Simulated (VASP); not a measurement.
# NaMg3I8 (a cell with a defect) in VASP: a series of runs

The runs below take NaMg3I8 (a cell with a defect) through relaxation of the atoms, single point, with PBEsol.

Program: VASP 6.6.1. These are calculated values, not measurements. Logs are shortened: lines on timing, memory, paths and dates and some standing lists are left out, and cuts for length are marked.

## (1) The cell of the first run

The cell holds a defect, 12 atoms: a = 8.280 Å, b = 8.280 Å, c = 6.880 Å, α = 90.00°, β = 90.00°, γ = 120.00°.

## (2) Relaxation of the atoms, PBEsol

The input, INCAR:

```
  ALGO = Normal
  EDIFF = 1E-7
  EDIFFG = -0.02
  ENCUT = 520
  GGA = PS
  GGA_COMPAT = False
  IBRION = 2
  ISIF = 2
  ISMEAR = 0
  LASPH = True
  LCHARG = False
  LREAL = False
  LWAVE = False
  NELM = 120
  NELMIN = 4
  NSW = 60
  PREC = Accurate
  SIGMA = 0.02
```

The input, KPOINTS:

```
k-points
0
Gamma
  3 3 2
```

The input, POSCAR:

```
NaMg3I8
1.0
    8.2799998018      0.0000000000      0.0000000000
   -4.1399999009      7.1706901717      0.0000000000
    0.0000000000      0.0000000000      6.8800000000
Na I Mg
1 8 3
Direct
    0.0000000000      0.0000000000      0.0000000000
    0.1666666667      0.3333333333      0.2500000000
    0.3333333333      0.1666666667      0.7500000000
    0.1666666667      0.8333333333      0.2500000000
    0.3333333333      0.6666666667      0.7500000000
    0.6666666667      0.3333333333      0.2500000000
    0.8333333333      0.1666666667      0.7500000000
    0.6666666667      0.8333333333      0.2500000000
    0.8333333333      0.6666666667      0.7500000000
    0.0000000000      0.5000000000      0.0000000000
    0.5000000000      0.0000000000      0.0000000000
    0.5000000000      0.5000000000      0.0000000000
```

Potentials or basis: VASP PAW PBE potentials, release 64 (Na_pv, I, Mg).

Launch:

```console
$ cat potpaw_PBE.64/Na_pv/POTCAR potpaw_PBE.64/I/POTCAR potpaw_PBE.64/Mg/POTCAR > POTCAR
$ mpirun -np 1 vasp_std > vasp.out
```

OUTCAR:

```text
EDIFF = 1E-7
   EDIFFG = -0.02
   ENCUT = 520
   GGA = PS
   IBRION = 2
   ISIF = 2
   ISMEAR = 0
   LASPH = True
   LREAL = False
   NELM = 120
   NELMIN = 4
   NSW = 60
   PREC = Accurate

 ion  position               nearest neighbor table
   1  0.000  0.000  0.000-   3 2.94   8 2.94   2 2.94   9 2.94   4 2.94   7 2.94
   2  0.167  0.333  0.250-  12 2.94   1 2.94  10 2.94
   3  0.333  0.167  0.750-   1 2.94  12 2.94  11 2.94
   4  0.167  0.833  0.250-  11 2.94  10 2.94   1 2.94
   5  0.333  0.667  0.750-  10 2.94  11 2.94  12 2.94
   6  0.667  0.333  0.250-  10 2.94  11 2.94  12 2.94
   7  0.833  0.167  0.750-  11 2.94  10 2.94   1 2.94
   8  0.667  0.833  0.250-   1 2.94  12 2.94  11 2.94
   9  0.833  0.667  0.750-  12 2.94   1 2.94  10 2.94
  10  0.000  0.500  0.000-   5 2.94   6 2.94   4 2.94   7 2.94   2 2.94   9 2.94
  11  0.500  0.000  0.000-   4 2.94   7 2.94   6 2.94   5 2.94   3 2.94   8 2.94
  12  0.500  0.500  0.000-   2 2.94   9 2.94   8 2.94   3 2.94   5 2.94   6 2.94

  LATTYP: Found a hexagonal cell.
 ALAT       =     8.2799998018
 C/A-ratio  =     0.8309178943

  Lattice vectors:

 A1 = (   8.2799998018,   0.0000000000,   0.0000000000)
 A2 = (  -4.1399999009,   7.1706901717,   0.0000000000)
 A3 = (   0.0000000000,   0.0000000000,   6.8800000000)

Analysis of symmetry for initial positions (statically):
=====================================================================
 Subroutine PRICEL returns:
 Original cell was already a primitive cell.

 Routine SETGRP: Setting up the symmetry group for a
 hexagonal supercell.

 Subroutine GETGRP returns: Found 12 space group operations
 (whereof 12 operations were pure point group operations)
 out of a pool of 24 trial point group operations.

The static configuration has the point symmetry D_3d.

Analysis of symmetry for dynamics (positions and initial velocities):
=====================================================================
 Subroutine PRICEL returns:
 Original cell was already a primitive cell.

 Routine SETGRP: Setting up the symmetry group for a
 hexagonal supercell.

 Subroutine GETGRP returns: Found 12 space group operations
 (whereof 12 operations were pure point group operations)
 out of a pool of 24 trial point group operations.

The dynamic configuration has the point symmetry D_3d.

 Subroutine INISYM returns: Found 12 space group operations
 (whereof 12 operations are pure point group operations),
 and found     1 'primitive' translations

----------------------------------------------------------------------------------------

                                     Primitive cell

  volume of cell :     408.4884

  direct lattice vectors                    reciprocal lattice vectors
     8.279999802  0.000000000  0.000000000     0.120772950  0.069728295  0.000000000
    -4.139999901  7.170690172  0.000000000     0.000000000  0.139456590  0.000000000
     0.000000000  0.000000000  6.880000000     0.000000000  0.000000000  0.145348837

  length of vectors
     8.279999802  8.279999802  6.880000000     0.139456590  0.139456590  0.145348837

  position of ions in fractional coordinates (direct lattice)
     0.000000000  0.000000000  0.000000000
     0.166666667  0.333333333  0.250000000
     0.333333333  0.166666667  0.750000000
     0.166666667  0.833333333  0.250000000
     0.333333333  0.666666667  0.750000000
     0.666666667  0.333333333  0.250000000
     0.833333333  0.166666667  0.750000000
     0.666666667  0.833333333  0.250000000
     0.833333333  0.666666667  0.750000000
     0.000000000  0.500000000  0.000000000
     0.500000000  0.000000000  0.000000000
     0.500000000  0.500000000  0.000000000

  ion indices of the primitive-cell ions
   primitive index   ion index
                 1           1
                 2           2
                 3           3
                 4           4
                 5           5
                 6           6
                 7           7
                 8           8
                 9           9
                10          10
                11          11
                12          12

----------------------------------------------------------------------------------------

 KPOINTS: k-points

Automatic generation of k-mesh.
 Grid dimensions read from file:
 generate k-points for:    3    3    2

 Generating k-lattice:

  Cartesian coordinates                     Fractional coordinates (reciprocal lattice)
     0.040257650  0.023242765  0.000000000     0.333333333  0.000000000  0.000000000
     0.000000000  0.046485530  0.000000000     0.000000000  0.333333333  0.000000000
     0.000000000  0.000000000  0.072674419     0.000000000  0.000000000  0.500000000

  Length of vectors
     0.046485530  0.046485530  0.072674419

  Shift w.r.t. Gamma in fractional coordinates (k-lattice)
     0.000000000  0.000000000  0.000000000

 Subroutine IBZKPT returns following result:
 ===========================================

 Found      6 irreducible k-points:

 Following reciprocal coordinates:
            Coordinates               Weight
  0.000000  0.000000  0.000000      1.000000
  0.333333 -0.000000  0.000000      6.000000
  0.333333  0.333333  0.000000      2.000000
  0.000000  0.000000  0.500000      1.000000
  0.333333 -0.000000  0.500000      6.000000
  0.333333  0.333333  0.500000      2.000000
   k-points           NKPTS =      6   k-points in BZ     NKDIM =      6   number of bands    NBANDS=     41
   number of dos      NEDOS =    301   number of ions     NIONS =     12
   total plane-waves  NPLWV = 221184
   dimension x,y,z NGX =    64 NGY =   64 NGZ =   54
   dimension x,y,z NGXF=   128 NGYF=  128 NGZF=  108
   ions per type =               1   8   3
   NGX,Y,Z   is equivalent  to a cutoff of  12.85, 12.85, 13.05 a.u.
   NGXF,Y,Z  is equivalent  to a cutoff of  25.70, 25.70, 26.10 a.u.
 SYSTEM =  unknown system
   PREC   = accura    normal or accurate (medium, high low for compatibility)
   ISTART =      0    job   : 0-new  1-cont  2-samecut
   ICHARG =      2    charge: 1-file 2-atom 10-const
   ISPIN  =      1    spin polarized calculation?
   LNONCOLLINEAR =      F non collinear calculations
   LSORBIT =      F    spin-orbit coupling
   LASPH  =      T    aspherical Exc in radial PAW
   ENCUT  =  520.0 eV  38.22 Ry    6.18 a.u.  15.40 15.40 12.79*2*pi/ulx,y,z
   NELM   =    120;   NELMIN=  4; NELMDL= -5     # of ELM steps
   EDIFF  = 0.1E-06   stopping-criterion for ELM
   LREAL  =      F    real-space projection
   EDIFFG = -.2E-01   stopping-criterion for IOM
   NSW    =     60    number of steps for IOM
   IBRION =      2    ionic relax: 0-MD 1-quasi-New 2-CG
   NFREE  =      1    steps in history (QN), initial steepest desc. (CG)
   ISIF   =      2    stress and relaxation
   ISYM   =      2    0-nonsym 1-usesym 2-fastsym
   POTIM  = 0.5000    time-step for ionic-motion
   TEBEG  =    0.0;   TEEND  =   0.0 temperature during run
   PSTRESS=    0.0 pullay stress
   NELECT =      69.0000    total number of electrons
   NUPDOWN=      -1.0000    fix difference up-down
   EMIN   =  10.00;   EMAX   =-10.00  energy-range for DOS
   EFERMI =   0.00;   METHOD = LEGACY
   ISMEAR =     0;   SIGMA  =   0.02  broadening in eV -4-tet -1-fermi 0-gaus
   EFERMI_NEDOS =   21; number of points for ismear=-14 and -15
   IALGO  =     38    algorithm
   IMIX   =      4    mixing-type and parameters
     AMIX     =   0.40;   BMIX     =  1.00
     AMIX_MAG =   1.60;   BMIX_MAG =  1.00
  volume/ion in A,a.u.               =      34.04       229.72
  Fermi-wavevector in a.u.,A,eV,Ry     =   0.904964  1.710134 11.142624  0.818960
  Thomas-Fermi vector in A             =   2.028474
   LORBIT       =      0    0 simple, 1 ext, 2 COOP (PROOUT), +10 PAW based schemes
   GGA     = PS    functional components
   LHFCALC =     F    Hartree Fock is set to
   AEXX    =    0.0000 exact exchange contribution
   IVDW    =     0    specifies the selected vdW correction
   LEPSILON=     F    determine dielectric tensor
   LRPA    =     F    only Hartree local field effects (RPA)
 conjugate gradient relaxation of ions
 non-spin polarized calculation
 Gauss-broadening in eV      SIGMA  =   0.02
  energy-cutoff  :      520.00
  volume of cell :      408.49
 maximum number of plane-waves:     11018
 NGX is ok and might be reduce to    64
   NGX = 31   NGY = 31   NGZ = 25

--------------------------------------- Ionic step        1  -------------------------------------------

 number of electron      69.0000007 magnetization

 Free energy of the ion-electron system (eV)
  ---------------------------------------------------
  ext. energy  EPLUGINS =         0.00000000
  ---------------------------------------------------
  free energy    TOTEN  =       -31.57603515 eV

  energy without entropy =      -31.57356602  energy(sigma->0) =      -31.57480059

------------------------ aborting loop because EDIFF is reached ----------------------------------------

  FORCE on cell =-STRESS in cart. coord.  units (eV):
  Direction    XX          YY          ZZ          XY          YZ          ZX
  --------------------------------------------------------------------------------------
  -------------------------------------------------------------------------------------
  Total       -0.6897729     -0.6897729     -0.3889314     -0.0000000     -0.0000000      0.0000000
  in kB       -2.7054341     -2.7054341     -1.5254706     -0.0000000     -0.0000000      0.0000000
  external PRESSURE =      -2.3121129 kB  Pullay stress =       0.0000000 kB
[... 261 lines left out ...]
  energy  without entropy=      -31.7679141707  energy(sigma->0) =      -31.76835374

--------------------------------------- Ionic step        7  -------------------------------------------

 number of electron      69.0000000 magnetization

 Free energy of the ion-electron system (eV)
  ---------------------------------------------------
  ext. energy  EPLUGINS =         0.00000000
  ---------------------------------------------------
  free energy    TOTEN  =       -31.76906231 eV

  energy without entropy =      -31.76810184  energy(sigma->0) =      -31.76858207

 E-fermi :   2.1446     XC(G=0):  -8.3884

 val. band max:        2.1260634029   @ k =   0.0000   0.0000   0.5000
 cond. band min:       2.1570598917   @ k =   0.0000   0.0000   0.0000
 fundamental gap:      0.0309964888
 Fermi energy:         2.1446026507

 k-point     1 :       0.0000    0.0000    0.0000
  band No.  band energies     occupation
      1     -19.9876      2.00000
      2     -19.9876      2.00000
      3     -19.9813      2.00000
      4      -9.9511      2.00000
      5      -9.3720      2.00000
      6      -9.2539      2.00000
[... 292 lines left out ...]
  FREE ENERGIE OF THE ION-ELECTRON SYSTEM (eV)
  ---------------------------------------------------
  free  energy   TOTEN  =       -31.7690623063 eV

  energy  without entropy=      -31.7681018434  energy(sigma->0) =      -31.76858207

 reached required accuracy - stopping structural energy minimisation
```

Run time: 7.1 min. Hardware: 1 thread of Intel Xeon Platinum 8488C (Sapphire Rapids), shared host; peak memory 0.59 GiB.

What came out:

```yaml
Free_energy: -31.7691 eV
Energy_gained_by_relaxing: 16.1 meV/atom
Ionic_steps: 7
Pressure_after_relaxing: 0.1 GPa
Largest_force_after_relaxing: 0.011 eV/Å
Band_gap_on_the_k_mesh: zero (an odd number of electrons rules out a gap without spin polarisation)
```

Forces on the atoms (eV/Å):
```
Na   0.000  0.000  0.000
I    0.000  0.008 -0.007
I    0.007  0.004  0.007
I    0.007 -0.004 -0.007
I    0.000  0.000  0.011
I    0.000  0.000 -0.011
I   -0.007  0.004  0.007
I   -0.007 -0.004 -0.007
I    0.000 -0.008  0.007
Mg   0.000  0.000  0.000
Mg   0.000  0.000  0.000
Mg   0.000  0.000  0.000
```

The path:
```csv
step,energy change (eV),largest force (eV/Å),pressure (GPa)
1,0.0000,0.4805,-0.23
2,-0.0639,0.3938,-0.18
3,-0.1787,0.1339,0.03
4,-0.1922,0.0511,0.18
5,-0.1922,0.0461,0.16
6,-0.1928,0.0273,0.13
7,-0.1930,0.0111,0.07
```

Final structure:
```yaml
crystal:
  lattice:
    - [8.28000, 0.00000, 0.00000]
    - [-4.14000, 7.17069, 0.00000]
    - [0.00000, 0.00000, 6.88000]
  atoms:
    - { symbol: Na, position: [0.00000, 0.00000, 0.00000] }
    - { symbol: I, position: [0.17546, 0.35091, 0.25195] }
    - { symbol: I, position: [0.35091, 0.17546, 0.74805] }
    - { symbol: I, position: [0.17546, 0.82454, 0.25195] }
    - { symbol: I, position: [0.33333, 0.66667, 0.75527] }
    - { symbol: I, position: [0.66667, 0.33333, 0.24473] }
    - { symbol: I, position: [0.82454, 0.17546, 0.74805] }
    - { symbol: I, position: [0.64909, 0.82454, 0.25195] }
    - { symbol: I, position: [0.82454, 0.64909, 0.74805] }
    - { symbol: Mg, position: [0.00000, 0.50000, 0.00000] }
    - { symbol: Mg, position: [0.50000, 0.00000, 0.00000] }
    - { symbol: Mg, position: [0.50000, 0.50000, 0.00000] }
```

Caveat: the k points lie up to 0.46 Å⁻¹ apart, too coarse for converged energies and pressures of a metal; the PAW data sets were made with another functional, which shifts forces and pressure a little; spin-orbit coupling is left out, which moves the levels of the heavy elements; an odd number of electrons without spin polarisation forces a metal; a magnetic or distorted state may lie lower.

## (3) Single point, PBEsol

The input, INCAR:

```
SYSTEM = NaMg3I8
ALGO = Normal
EDIFF = 1E-6
ENCUT = 520
GGA = PS
GGA_COMPAT = .False.
ISIF = 2
ISMEAR = 0
LASPH = .True.
LCHARG = .False.
LREAL = .False.
LWAVE = .False.
NBANDS = 46
NELM = 120
PREC = Accurate
SIGMA = 0.02
```

The input, KPOINTS:

```
k-points
0
Gamma
  3 3 2
  0 0 0
```

The input, POSCAR:

```
NaMg3I8
1.0
    8.2799998018      0.0000000000      0.0000000000
   -4.1399999009      7.1706901717      0.0000000000
    0.0000000000      0.0000000000      6.8800000000
Na I Mg
1 8 3
Direct
    0.0000000000      0.0000000000      0.0000000000
    0.1752215412      0.3504430824      0.2518837133
    0.3504430824      0.1752215412      0.7481162867
    0.1752215412      0.8247784588      0.2518837133
    0.3333333333      0.6666666667      0.7553227734
    0.6666666667      0.3333333333      0.2446772266
    0.8247784588      0.1752215412      0.7481162867
    0.6495569176      0.8247784588      0.2518837133
    0.8247784588      0.6495569176      0.7481162867
    0.0000000000      0.5000000000      0.0000000000
    0.5000000000      0.0000000000      0.0000000000
    0.5000000000      0.5000000000      0.0000000000
```

Potentials or basis: VASP PAW PBE potentials, release 64 (Na_pv, I, Mg).

Launch:

```console
$ cat potpaw_PBE.64/Na_pv/POTCAR potpaw_PBE.64/I/POTCAR potpaw_PBE.64/Mg/POTCAR > POTCAR
$ mpirun -np 1 vasp_std > vasp.out
```

Wall time 92 s (1 thread of Intel Xeon 6975P-C (Granite Rapids), shared host); peak memory 0.54 GiB.

Results (log left out):

```
Free energy            : -31.7688 eV
Pressure               : 0.1 GPa
Largest force          : 0.021 eV/Å
Band gap on the k mesh : zero (an odd number of electrons rules out a gap without spin polarisation)
```

Forces on the atoms (eV/Å):
```
Na   0.000  0.000  0.000
I    0.000  0.020 -0.006
I    0.018  0.010  0.006
I    0.018 -0.010 -0.006
I    0.000  0.000  0.011
I    0.000  0.000 -0.011
I   -0.018  0.010  0.006
I   -0.018 -0.010 -0.006
I    0.000 -0.020  0.006
Mg   0.000  0.000  0.000
Mg   0.000  0.000  0.000
Mg   0.000  0.000  0.000
```

Levels at points of the mesh, in eV from the Fermi level:
```tsv
k point	band 33	band 34	band 35	band 36	band 37	band 38
(0.00, 0.00, 0.00)	0.01	0.10	0.10	3.56	3.81	3.81
(0.00, 0.00, 0.50)	-0.13	-0.02	-0.02	3.57	3.57	4.30
```

Caveat: the k points lie up to 0.46 Å⁻¹ apart, too coarse for converged energies and pressures of a metal; the PAW data sets were made with another functional, which shifts forces and pressure a little; spin-orbit coupling is left out, which moves the levels of the heavy elements; an odd number of electrons without spin polarisation forces a metal; a magnetic or distorted state may lie lower.
